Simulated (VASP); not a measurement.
Set up this calculation in VASP 6.6.1, as the native input.

```
Task                   : single point
Functional             : PBE
Potentials or basis    : VASP PAW PBE potentials, release 64 (In_d, P)
Cutoff                 : 520 eV
k mesh                 : 3 × 3 × 3
Occupations            : gaussian, width 0.02 eV
Spin                   : no spin polarisation
Dipole correction      : no
Further INCAR settings : LREAL = Auto; ALGO = Normal; EDIFF = 1e-06; NBANDS = 86
```

The structure of InP lies in POSCAR:

```
InP
1.0
    0.0000000000      5.9600684242     -5.9600684242
    5.9600684242      5.9600684242      0.0000000000
    5.9600684242      0.0000000000     -5.9600684242
In P
8 8
Direct
    0.5000000000      0.0000000000      0.5000000000
    0.5000000000      0.5000000000      0.5000000000
    0.0000000000      0.0000000000      0.5000000000
    0.0000000000      0.5000000000      0.5000000000
    0.5000000000      0.0000000000      0.0000000000
    0.5000000000      0.5000000000      0.0000000000
    0.0000000000      0.0000000000      0.0000000000
    0.0000000000      0.5000000000      0.0000000000
    0.3750000000      0.3750000000      0.3750000000
    0.3750000000      0.8750000000      0.3750000000
    0.8750000000      0.3750000000      0.3750000000
    0.8750000000      0.8750000000      0.3750000000
    0.3750000000      0.3750000000      0.8750000000
    0.3750000000      0.8750000000      0.8750000000
    0.8750000000      0.3750000000      0.8750000000
    0.8750000000      0.8750000000      0.8750000000
```

These files were run (other wordings do the same):

INCAR

```
ALGO = Normal
EDIFF = 1E-6
ENCUT = 520
GGA = PE
ISIF = 2
ISMEAR = 0
LASPH = T
LCHARG = F
LREAL = Auto
LWAVE = F
NBANDS = 86
NELM = 100
PREC = Accurate
SIGMA = 0.02
```

KPOINTS

```
k-points
0
Gamma
  3 3 3
```

Potentials or basis: VASP PAW PBE potentials, release 64 (In_d, P).

Run with:

```bash
$ cat potpaw_PBE.64/In_d/POTCAR potpaw_PBE.64/P/POTCAR > POTCAR
$ mpirun -np 1 vasp_std > vasp.out
```

It gave:

| Item | Value |
| --- | --- |
| Pressure | 0.0 GPa |
| Band gap on the k mesh | 0.43 eV |

Caveat: spin-orbit coupling is left out, which moves the levels of the heavy elements.

Wall time 5.8 min on 1 thread of Intel Xeon 6975P-C (shared host), peak memory 0.57 GiB.
